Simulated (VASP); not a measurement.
Write the native input for VASP 6.6.1 that does the following.

- Task: single point
- Functional: LDA
- Potentials or basis: VASP PAW LDA potentials, release 64 (Cd, Se)
- Cutoff: 520 eV
- k mesh: 7 × 7 × 4
- Occupations: fermi-dirac, width 0.05 eV
- Spin: no spin polarisation
- Dipole correction: no
- Further INCAR settings: ALGO = Normal; EDIFF = 1e-06; NBANDS = 26

The structure of CdSe (Cadmoselite) lies in POSCAR:

```
CdSe
1.0
    4.2418847678      0.0000000000      0.0000000000
   -2.1209423839      3.6735799689      0.0000000000
    0.0000000000      0.0000000000      6.9251235047
Cd Se
2 2
Direct
    0.6666666667      0.3333333333      0.5000000000
    0.3333333333      0.6666666667      0.0000000000
    0.6666666667      0.3333333333      0.8850000000
    0.3333333333      0.6666666667      0.3850000000
```

One way to write it, as run:

INCAR

```
ALGO = Normal ; EDIFF = 1E-6
ENCUT = 520 ; GGA = CA
ISIF = 2 ; ISMEAR = -1
LASPH = T ; LCHARG = F
LREAL = F ; LWAVE = F
NBANDS = 26 ; NELM = 100
PREC = Accurate ; SIGMA = 0.05
```

KPOINTS

```
k-points
0
Gamma
  7 7 4
```

Potentials or basis: VASP PAW LDA potentials, release 64 (Cd, Se).

Command:

```bash
$ cat potpaw_LDA.64/Cd/POTCAR potpaw_LDA.64/Se/POTCAR > POTCAR
$ mpirun -np 1 vasp_std > vasp.out
```

It gave:

- Pressure: 0.9 GPa
- Largest force: 0.310 eV/Å
- Band gap on the k mesh: 0.55 eV, direct

Run time: 20 s on 1 thread of Intel(R) Xeon(R) 6975P-C (Granite Rapids), on a shared host, peak memory 0.22 GiB.
